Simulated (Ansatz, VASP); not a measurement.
# One calculation of BN, two programs

File POSCAR:

```
BN
1.0
    3.6096275117      0.0000000000      0.0000000000
    0.0000000000     -3.6096275117      0.0000000000
    0.0000000000      0.0000000000     -3.6096275117
B N
4 4
Direct
    0.0000000000      0.0000000000      0.0000000000
    0.5000000000      0.5000000000      0.0000000000
    0.5000000000      0.0000000000      0.5000000000
    0.0000000000      0.5000000000      0.5000000000
    0.7500000000      0.7777036896      0.7500000000
    0.2500000000      0.2500000000      0.7500000000
    0.2500000000      0.7500000000      0.2500000000
    0.7500000000      0.2500000000      0.2500000000
```

The input INCAR.step1:

```
SYSTEM = BN
ALGO = Normal
EDIFF = 1E-4
ENCUT = 520
GGA = PE
ISMEAR = 0
LASPH = .TRUE.
LCHARG = .FALSE.
LREAL = .FALSE.
LWAVE = .TRUE.
NBANDS = 26
NELM = 80
PREC = Accurate
SIGMA = 0.05
```

The input INCAR.step2:

```
SYSTEM = BN
ALGO = Normal
EDIFF = 1E-6
ENCUT = 520
ISIF = 2
ISMEAR = 0
ISTART = 1
LASPH = .TRUE.
LCHARG = .TRUE.
LELF = .TRUE.
LMIXTAU = .TRUE.
LREAL = .FALSE.
LVHAR = .TRUE.
LWAVE = .FALSE.
METAGGA = R2SCAN
NBANDS = 26
NELM = 80
PREC = Accurate
SIGMA = 0.05
```

Contents of KPOINTS:

```
k-points
0
G
  6 6 6
  0 0 0
```

Input for Ansatz:

```yaml
crystal:
  lattice:
    - [3.6096275117, 0.0, 0.0]
    - [0.0, -3.6096275117, 0.0]
    - [0.0, 0.0, -3.6096275117]
  atoms:
    - { symbol: B, position: [0.0, 0.0, 0.0] }
    - { symbol: B, position: [0.5, 0.5, 0.0] }
    - { symbol: B, position: [0.5, 0.0, 0.5] }
    - { symbol: B, position: [0.0, 0.5, 0.5] }
    - { symbol: "N", position: [0.75, 0.7777036896, 0.75] }
    - { symbol: "N", position: [0.25, 0.25, 0.75] }
    - { symbol: "N", position: [0.25, 0.75, 0.25] }
    - { symbol: "N", position: [0.75, 0.25, 0.25] }
basis:
  ecutwfc: 500
kpoints:
  mp_grid: { grid: [6, 6, 6] }
hamiltonian:
  xc: r2scan
scf:
  occupations: { method: gaussian, width: 0.05 }
output:
  forces: true
  stress: true
  eigenvalues: true
```

Alike in both runs: task single point; functional r2SCAN; k mesh 6 × 6 × 6; occupations gaussian, width 0.05 eV; no spin polarisation.

```csv
,VASP,Ansatz
version,VASP 6.6.1,Ansatz 0.2.0
potentials or method,"VASP PAW PBE potentials, release 64 (B, N), cutoff 520 eV","scalar-relativistic, plane waves, PAW"
valence electrons in the cell,32,32
```

```tsv
	VASP	Ansatz	Ansatz less VASP
gap on the k mesh at the Fermi level (eV)	4.72	4.74	+0.020
least direct gap on the mesh (eV)	4.72	4.74	+0.020
pressure (GPa)	2.1	1.0	-1.10
traceless stress, the component that is largest in VASP (GPa)	-0.61	-0.60	+0.008
rms of the force components (eV/Å)	0.825	0.823	-0.0027
```

VASP's potentials were made for PBE, not for r2SCAN. Atom by atom the forces differ by 0.004 eV/Å (rms over components). The functional is the same, so the differences come from potentials, cutoffs and numerics.
